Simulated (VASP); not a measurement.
# SiMo3 (Pm-3n) in VASP: further runs

Runs on SiMo3. Level: PBE. Tasks: single point.

Program: VASP 6.6.1. These are calculated values, not measurements. Logs are shortened: lines on timing, memory, paths and dates and some standing lists are left out, and cuts for length are marked.

### 1 The cell of the first run

Symmetry: Pm-3n, No. 223, cubic system. Conventional cell: a = 4.893 Å, b = 4.893 Å, c = 4.893 Å, α = 90.00°, β = 90.00°, γ = 90.00°. Within 3.6 Å of Si (site symmetry m-3) lie 12 Mo at 2.74 Å. Mo (site symmetry -4m2) has 10 Mo at 2.45 to 3.00 Å and 4 Si at 2.74 Å within 3.2 Å.

### 2 Single point, PBE

File INCAR:

```
ALGO = Normal
EDIFF = 1E-7
ENCUT = 520
GGA = PE
ISIF = 2
ISMEAR = -1
LASPH = T
LCHARG = T
LELF = T
LREAL = F
LVHAR = T
LWAVE = F
NBANDS = 56
NELM = 100
PREC = Accurate
SIGMA = 0.05
```

File KPOINTS:

```
k-points
0
Gamma
  10 10 10
```

File POSCAR:

```
SiMo3
1.0
    4.8930000000      0.0000000000      0.0000000000
    0.0000000000      4.8930000000      0.0000000000
    0.0000000000      0.0000000000      4.8930000000
Si Mo
2 6
Direct
    0.0000000000      0.0000000000      0.0000000000
    0.5000000000      0.5000000000      0.5000000000
    0.2500000000      0.0000000000      0.5000000000
    0.5000000000      0.7500000000      0.0000000000
    0.7500000000      0.0000000000      0.5000000000
    0.5000000000      0.2500000000      0.0000000000
    0.0000000000      0.5000000000      0.7500000000
    0.0000000000      0.5000000000      0.2500000000
```

Potentials or basis: VASP PAW PBE potentials, release 64 (Si, Mo_sv).

Launch:

```sh
$ cat potpaw_PBE.64/Si/POTCAR potpaw_PBE.64/Mo_sv/POTCAR > POTCAR
$ mpirun -np 1 vasp_std > vasp.out
```

OUTCAR:

```text
EDIFF = 1E-7
   ENCUT = 520
   GGA = PE
   ISIF = 2
   ISMEAR = -1
   LASPH = T
   LREAL = F
   NELM = 100
   PREC = Accurate

 ion  position               nearest neighbor table
   1  0.000  0.000  0.000-   3 2.74   4 2.74   5 2.74   6 2.74   7 2.74   8 2.74   3 2.74   5 2.74
                             7 2.74   8 2.74   4 2.74   6 2.74
   2  0.500  0.500  0.500-   3 2.74   4 2.74   5 2.74   6 2.74   7 2.74   8 2.74   4 2.74   6 2.74
                             3 2.74   5 2.74   7 2.74   8 2.74
   3  0.250  0.000  0.500-   5 2.45   5 2.45   1 2.74   1 2.74   2 2.74   2 2.74   4 3.00   6 3.00
                             6 3.00   4 3.00   8 3.00   7 3.00   8 3.00   7 3.00
   4  0.500  0.750  0.000-   6 2.45   6 2.45   1 2.74   2 2.74   2 2.74   1 2.74   3 3.00   5 3.00
                             3 3.00   5 3.00   8 3.00   7 3.00   7 3.00   8 3.00
   5  0.750  0.000  0.500-   3 2.45   3 2.45   1 2.74   1 2.74   2 2.74   2 2.74   4 3.00   6 3.00
                             6 3.00   4 3.00   8 3.00   7 3.00   8 3.00   7 3.00
   6  0.500  0.250  0.000-   4 2.45   4 2.45   1 2.74   2 2.74   2 2.74   1 2.74   3 3.00   5 3.00
                             5 3.00   3 3.00   8 3.00   7 3.00   7 3.00   8 3.00
   7  0.000  0.500  0.750-   8 2.45   8 2.45   1 2.74   2 2.74   1 2.74   2 2.74   3 3.00   4 3.00
                             5 3.00   3 3.00   5 3.00   6 3.00   4 3.00   6 3.00
   8  0.000  0.500  0.250-   7 2.45   7 2.45   1 2.74   2 2.74   1 2.74   2 2.74   3 3.00   4 3.00
                             5 3.00   3 3.00   5 3.00   6 3.00   4 3.00   6 3.00

  LATTYP: Found a simple cubic cell.
 ALAT       =     4.8930000000

  Lattice vectors:

 A1 = (   4.8930000000,   0.0000000000,   0.0000000000)
 A2 = (   0.0000000000,   4.8930000000,   0.0000000000)
 A3 = (   0.0000000000,   0.0000000000,   4.8930000000)

Analysis of symmetry for initial positions (statically):
=====================================================================
 Subroutine PRICEL returns:
 Original cell was already a primitive cell.

 Routine SETGRP: Setting up the symmetry group for a
 simple cubic supercell.

 Subroutine GETGRP returns: Found 48 space group operations
 (whereof 24 operations were pure point group operations)
 out of a pool of 48 trial point group operations.

The static configuration has the point symmetry T_h .
 The point group associated with its full space group is O_h .

Analysis of symmetry for dynamics (positions and initial velocities):
=====================================================================
 Subroutine PRICEL returns:
 Original cell was already a primitive cell.

 Routine SETGRP: Setting up the symmetry group for a
 simple cubic supercell.

 Subroutine GETGRP returns: Found 48 space group operations
[... 121 lines left out ...]
   NFREE  =      0    steps in history (QN), initial steepest desc. (CG)
   ISIF   =      2    stress and relaxation
   ISYM   =      2    0-nonsym 1-usesym 2-fastsym
   POTIM  = 0.5000    time-step for ionic-motion
   TEBEG  =    0.0;   TEEND  =   0.0 temperature during run
   PSTRESS=    0.0 pullay stress
   NELECT =      92.0000    total number of electrons
   NUPDOWN=      -1.0000    fix difference up-down
   EMIN   =  10.00;   EMAX   =-10.00  energy-range for DOS
   EFERMI =   0.00;   METHOD = LEGACY
   ISMEAR =    -1;   SIGMA  =   0.05  broadening in eV -4-tet -1-fermi 0-gaus
   EFERMI_NEDOS =   21; number of points for ismear=-14 and -15
   IALGO  =     38    algorithm
   IMIX   =      4    mixing-type and parameters
     AMIX     =   0.40;   BMIX     =  1.00
     AMIX_MAG =   1.60;   BMIX_MAG =  1.00
  volume/ion in A,a.u.               =      14.64        98.82
  Fermi-wavevector in a.u.,A,eV,Ry     =   1.510412  2.854266 31.039594  2.281346
  Thomas-Fermi vector in A             =   2.620606
   LORBIT       =      0    0 simple, 1 ext, 2 COOP (PROOUT), +10 PAW based schemes
   GGA     = PE    functional components
   LHFCALC =     F    Hartree Fock is set to
   AEXX    =    0.0000 exact exchange contribution
   IVDW    =     0    specifies the selected vdW correction
   LEPSILON=     F    determine dielectric tensor
   LRPA    =     F    only Hartree local field effects (RPA)
 non-spin polarized calculation
  energy-cutoff  :      520.00
  volume of cell :      117.15
 maximum number of plane-waves:      3184
   NGX = 19   NGY = 19   NGZ = 19

 number of electron      91.9999977 magnetization

 Free energy of the ion-electron system (eV)
  ---------------------------------------------------
  ext. energy  EPLUGINS =         0.00000000
  ---------------------------------------------------
  free energy    TOTEN  =       -79.00483297 eV

  energy without entropy =      -78.97298949  energy(sigma->0) =      -78.98891123

 E-fermi :  12.7315     XC(G=0): -13.0997

 val. band max:       12.7310286021   @ k =   0.5000   0.5000   0.1000
 cond. band min:      12.7332010144   @ k =   0.4000   0.3000   0.2000
 fundamental gap:      0.0021724123
 Fermi energy:        12.7314612943

 k-point     1 :       0.0000    0.0000    0.0000
  band No.  band energies     occupation
      1     -48.5498      2.00000
      2     -48.4354      2.00000
      3     -48.4354      2.00000
      4     -48.1077      2.00000
      5     -48.1077      2.00000
      6     -48.1077      2.00000
[... 1405 lines left out ...]
     55      15.1903      0.00000
     56      15.4617      0.00000

 [... further k-points ...]
[... 5 lines left out ...]
  --------------------------------------------------------------------------------------
  -------------------------------------------------------------------------------------
  Total        1.8316177      1.8316177      1.8316177     -0.0000000     -0.0000000     -0.0000000
  in kB       25.0506942     25.0506942     25.0506942     -0.0000000     -0.0000000     -0.0000000
  external PRESSURE =      25.0506942 kB  Pullay stress =       0.0000000 kB

 VOLUME and BASIS-vectors are now :
 -----------------------------------------------------------------------------
  energy-cutoff  :      520.00
  volume of cell :      117.15
      direct lattice vectors                 reciprocal lattice vectors
     4.893000000  0.000000000  0.000000000     0.204373595  0.000000000  0.000000000
     0.000000000  4.893000000  0.000000000     0.000000000  0.204373595  0.000000000
     0.000000000  0.000000000  4.893000000     0.000000000  0.000000000  0.204373595

 POSITION                                       TOTAL-FORCE (eV/Angst)
 -----------------------------------------------------------------------------------
      0.00000      0.00000      0.00000        -0.000000      0.000000     -0.000000
      2.44650      2.44650      2.44650        -0.000000      0.000000     -0.000000
      1.22325      0.00000      2.44650        -0.000000      0.000000     -0.000000
      2.44650      3.66975      0.00000        -0.000000     -0.000000     -0.000000
      3.66975      0.00000      2.44650         0.000000     -0.000000      0.000000
      2.44650      1.22325      0.00000         0.000000      0.000000      0.000000
      0.00000      2.44650      3.66975         0.000000     -0.000000      0.000000
      0.00000      2.44650      1.22325        -0.000000     -0.000000     -0.000000
 -----------------------------------------------------------------------------------
    total drift:                                0.000000      0.000000     -0.000000

  FREE ENERGIE OF THE ION-ELECTRON SYSTEM (eV)
  ---------------------------------------------------
  free  energy   TOTEN  =       -79.0048329681 eV

  energy  without entropy=      -78.9729894890  energy(sigma->0) =      -78.98891123
```

OSZICAR:

```text
N       E                     dE             d eps       ncg     rms          rms(c)
DAV:   1     0.111102211283E+04    0.11110E+04   -0.56073E+04  6344   0.169E+03
DAV:   2    -0.332288914198E+02   -0.11443E+04   -0.11139E+04  6736   0.525E+02
DAV:   3    -0.820542198882E+02   -0.48825E+02   -0.47263E+02  8192   0.971E+01
DAV:   4    -0.830683776271E+02   -0.10142E+01   -0.10024E+01  7672   0.117E+01
DAV:   5    -0.830867695420E+02   -0.18392E-01   -0.18365E-01  7456   0.159E+00    0.427E+01
DAV:   6    -0.793278576883E+02    0.37589E+01   -0.14035E+01  6928   0.170E+01    0.118E+01
DAV:   7    -0.790532371634E+02    0.27462E+00   -0.89271E-01  7952   0.412E+00    0.342E+00
DAV:   8    -0.790056966365E+02    0.47541E-01   -0.12636E-01  7120   0.124E+00    0.592E-01
DAV:   9    -0.790047756690E+02    0.92097E-03   -0.71177E-03  7704   0.311E-01    0.313E-01
DAV:  10    -0.790048215774E+02   -0.45908E-04   -0.76433E-04  7688   0.175E-01    0.133E-01
DAV:  11    -0.790048382521E+02   -0.16675E-04   -0.40010E-05  7576   0.321E-02    0.248E-02
DAV:  12    -0.790048334825E+02    0.47695E-05   -0.12861E-05  7312   0.203E-02    0.384E-03
DAV:  13    -0.790048330841E+02    0.39842E-06   -0.41677E-07  6504   0.255E-03    0.145E-03
DAV:  14    -0.790048329590E+02    0.12512E-06   -0.33188E-08  4528   0.955E-04    0.678E-04
DAV:  15    -0.790048329681E+02   -0.90822E-08   -0.77328E-09  4496   0.420E-04
   1 F= -.79004833E+02 E0= -.78988911E+02  d E =-.318435E-01
```

stdout:

```text
POSCAR found type information on POSCAR SiMo
 POSCAR found :  2 types and       8 ions
 scaLAPACK will be used
 LDA part: xc-table for (Slater+PW92), standard interpolation
 POSCAR, INCAR and KPOINTS ok, starting setup
 FFT: planning ... GRIDC
 FFT: planning ... GRID_SOFT
 FFT: planning ... GRID
 WAVECAR not read
 entering main loop
```

It took 3.3 min on 1 thread of Intel Xeon 6975P-C, shared host; peak memory 0.38 GiB.

Results:

```yaml
Free_energy: -79.0048 eV
Pressure: 2.5 GPa
Band_gap_on_the_k_mesh: zero (band 46 reaches 13.97 eV, above the bottom of band 47 at 11.53 eV)
```

Levels at points of the mesh, in eV from the Fermi level:
```csv
k point,band 44,band 45,band 46,band 47,band 48,band 49
"(0.00, 0.00, 0.00)",-1.57,1.24,1.24,1.24,2.03,2.35
"(0.50, 0.00, 0.00)",-1.71,0.23,0.23,0.92,0.92,1.50
"(0.50, 0.50, 0.00)",-0.88,-0.88,-0.78,-0.69,-0.50,-0.12
"(0.50, 0.50, 0.50)",-1.21,-1.21,-1.21,-1.21,-1.21,1.25
```

### 3 Single point, PBE (volume scaled by 1.06, then relaxed in part)

File INCAR:

```
SYSTEM = SiMo3
ALGO     = Normal         ! electronic algorithm
EDIFF    = 1E-6           ! SCF threshold, eV
ENCUT    = 520            ! plane-wave cutoff, eV
GGA      = PE             ! functional
ISIF     = 2              ! what is computed and relaxed
ISMEAR   = -1             ! smearing method
LASPH    = .TRUE.         ! aspherical terms in the spheres
LCHARG   = .TRUE.         ! write CHGCAR
LELF     = .TRUE.         ! ELF
LREAL    = .FALSE.        ! projectors in reciprocal space
LVHAR    = .TRUE.       
LWAVE    = .FALSE.        ! write WAVECAR
NBANDS   = 56             ! bands
NELM     = 100            ! most SCF steps
PREC     = Accurate       ! precision mode
SIGMA    = 0.05           ! smearing width, eV
```

File KPOINTS:

```
k-points
0
G
  10 10 10
  0 0 0
```

Changes to POSCAR since step 2:

```diff
@@ -2,5 +2,5 @@
 1.0
-    4.8930000000      0.0000000000      0.0000000000
-    0.0000000000      4.8930000000      0.0000000000
-    0.0000000000      0.0000000000      4.8930000000
+    4.9889655401      0.0000000000      0.0000000000
+    0.0000000000      4.9889655401      0.0000000000
+    0.0000000000      0.0000000000      4.9889655401
 Si Mo
```

Potentials or basis: VASP PAW PBE potentials, release 64 (Si, Mo_sv).

Launch:

```sh
$ cat potpaw_PBE.64/Si/POTCAR potpaw_PBE.64/Mo_sv/POTCAR > POTCAR
$ mpirun -np 1 vasp_std > vasp.out
```

OUTCAR:

```text
SYSTEM = SiMo3
   EDIFF = 1E-6
   ENCUT = 520
   GGA = PE
   ISIF = 2
   ISMEAR = -1
   LASPH = .TRUE.
   LREAL = .FALSE.
   NELM = 100
   PREC = Accurate

 ion  position               nearest neighbor table
   1  0.000  0.000  0.000-   3 2.79   4 2.79   5 2.79   6 2.79   7 2.79   8 2.79   3 2.79   5 2.79
                             7 2.79   8 2.79   4 2.79   6 2.79
   2  0.500  0.500  0.500-   3 2.79   4 2.79   5 2.79   6 2.79   7 2.79   8 2.79   4 2.79   6 2.79
                             3 2.79   5 2.79   7 2.79   8 2.79
   3  0.250  0.000  0.500-   5 2.49   5 2.49   1 2.79   1 2.79   2 2.79   2 2.79   8 3.06   4 3.06
                             4 3.06   6 3.06   6 3.06   7 3.06   8 3.06   7 3.06
   4  0.500  0.750  0.000-   6 2.49   6 2.49   1 2.79   2 2.79   2 2.79   1 2.79   8 3.06   5 3.06
                             3 3.06   5 3.06   3 3.06   7 3.06   7 3.06   8 3.06
   5  0.750  0.000  0.500-   3 2.49   3 2.49   1 2.79   1 2.79   2 2.79   2 2.79   8 3.06   4 3.06
                             4 3.06   6 3.06   6 3.06   7 3.06   8 3.06   7 3.06
   6  0.500  0.250  0.000-   4 2.49   4 2.49   1 2.79   2 2.79   2 2.79   1 2.79   8 3.06   3 3.06
                             3 3.06   5 3.06   5 3.06   7 3.06   7 3.06   8 3.06
   7  0.000  0.500  0.750-   8 2.49   8 2.49   1 2.79   2 2.79   1 2.79   2 2.79   3 3.06   4 3.06
                             5 3.06   3 3.06   5 3.06   6 3.06   4 3.06   6 3.06
   8  0.000  0.500  0.250-   7 2.49   7 2.49   1 2.79   2 2.79   1 2.79   2 2.79   3 3.06   4 3.06
[... 210 lines left out ...]
      3     -49.3504      2.00000
      4     -49.0824      2.00000
      5     -49.0824      2.00000
      6     -49.0824      2.00000
[... 1405 lines left out ...]
     55      14.1121      0.00000
     56      14.3309      0.00000

 [... further k-points ...]
[... 5 lines left out ...]
  --------------------------------------------------------------------------------------
  -------------------------------------------------------------------------------------
  Total       -8.4060467     -8.4060467     -8.4060467      0.0000000      0.0000000      0.0000000
  in kB     -108.4603171   -108.4603171   -108.4603171      0.0000000      0.0000000      0.0000000
  external PRESSURE =    -108.4603171 kB  Pullay stress =       0.0000000 kB

 VOLUME and BASIS-vectors are now :
 -----------------------------------------------------------------------------
  energy-cutoff  :      520.00
  volume of cell :      124.17
      direct lattice vectors                 reciprocal lattice vectors
     4.988965540  0.000000000  0.000000000     0.200442355  0.000000000  0.000000000
     0.000000000  4.988965540  0.000000000     0.000000000  0.200442355  0.000000000
     0.000000000  0.000000000  4.988965540     0.000000000  0.000000000  0.200442355

 POSITION                                       TOTAL-FORCE (eV/Angst)
 -----------------------------------------------------------------------------------
      0.00000      0.00000      0.00000         0.000000     -0.000000      0.000000
      2.49448      2.49448      2.49448         0.000000     -0.000000      0.000000
      1.24724      0.00000      2.49448         0.000000     -0.000000      0.000000
      2.49448      3.74172      0.00000         0.000000      0.000000      0.000000
      3.74172      0.00000      2.49448        -0.000000      0.000000     -0.000000
      2.49448      1.24724      0.00000        -0.000000     -0.000000     -0.000000
      0.00000      2.49448      3.74172        -0.000000      0.000000      0.000000
      0.00000      2.49448      1.24724         0.000000      0.000000     -0.000000
 -----------------------------------------------------------------------------------
    total drift:                                0.000000     -0.000000      0.000000

  FREE ENERGIE OF THE ION-ELECTRON SYSTEM (eV)
  ---------------------------------------------------
  free  energy   TOTEN  =       -78.8089784051 eV

  energy  without entropy=      -78.7738926724  energy(sigma->0) =      -78.79143554
```

stdout:

```text
POSCAR found type information on POSCAR SiMo
 POSCAR found :  2 types and       8 ions
 scaLAPACK will be used
 LDA part: xc-table for (Slater+PW92), standard interpolation
 POSCAR, INCAR and KPOINTS ok, starting setup
 FFT: planning ... GRIDC
 FFT: planning ... GRID_SOFT
 FFT: planning ... GRID
 WAVECAR not read
 entering main loop
```

It took 5.8 min on 1 thread of Intel Xeon 6975P-C, shared host; peak memory 0.42 GiB.

Results:

| Property | Result |
| --- | --- |
| Free energy | -78.8090 eV |
| Pressure | -10.8 GPa |
| Band gap on the k mesh | zero (band 46 reaches 12.98 eV, above the bottom of band 47 at 10.64 eV) |

### 4 Single point, PBE

File INCAR:

```
SYSTEM = SiMo3
PREC = Accurate
ENCUT = 520
EDIFF = 1E-7
ISMEAR = -1
SIGMA = 0.05
LREAL = .FALSE.
LASPH = .TRUE.
NELM = 80
ALGO = Normal
ISIF = 2
LWAVE = .FALSE.
LCHARG = .FALSE.
GGA = PE
NBANDS = 56
```

File KPOINTS:

```
regular mesh
0
G
  10 10 10
  0 0 0
```

Changes to POSCAR since step 3:

```diff
@@ -2,5 +2,5 @@
 1.0
-    4.9889655401      0.0000000000      0.0000000000
-    0.0000000000      4.9889655401      0.0000000000
-    0.0000000000      0.0000000000      4.9889655401
+    4.8930000000      0.0000000000      0.0000000000
+    0.0000000000      4.8930000000      0.0000000000
+    0.0000000000      0.0000000000      4.8930000000
 Si Mo
```

Launch:

```sh
$ cat potpaw_PBE.64/Si/POTCAR potpaw_PBE.64/Mo_sv/POTCAR > POTCAR
$ mpirun -np 1 vasp_std > vasp.out
```

It took 2.9 min on 1 thread of Intel Xeon 6975P-C (Granite Rapids), shared host; peak memory 0.37 GiB.

It converged, with:

| Item | Value |
| --- | --- |
| Free energy | -79.0048 eV |
| Pressure | 2.5 GPa |
| Band gap on the k mesh | zero (band 46 reaches 13.97 eV, above the bottom of band 47 at 11.53 eV) |

Levels at points of the mesh, in eV from the Fermi level:
| k point | band 42 | band 43 | band 44 | band 45 | band 46 | band 47 | band 48 | band 49 | band 50 | band 51 |
| --- | --- | --- | --- | --- | --- | --- | --- | --- | --- | --- |
| (0.00, 0.00, 0.00) | -2.17 | -1.57 | -1.57 | 1.24 | 1.24 | 1.24 | 2.03 | 2.35 | 2.35 | 2.63 |
| (0.50, 0.00, 0.00) | -2.45 | -1.71 | -1.71 | 0.23 | 0.23 | 0.92 | 0.92 | 1.50 | 1.50 | 1.58 |
| (0.50, 0.50, 0.00) | -1.24 | -1.11 | -0.88 | -0.88 | -0.78 | -0.69 | -0.50 | -0.12 | 0.23 | 0.84 |
| (0.50, 0.50, 0.50) | -1.75 | -1.21 | -1.21 | -1.21 | -1.21 | -1.21 | -1.21 | 1.25 | 1.25 | 1.25 |

(Part 1 of 2 ends here.)
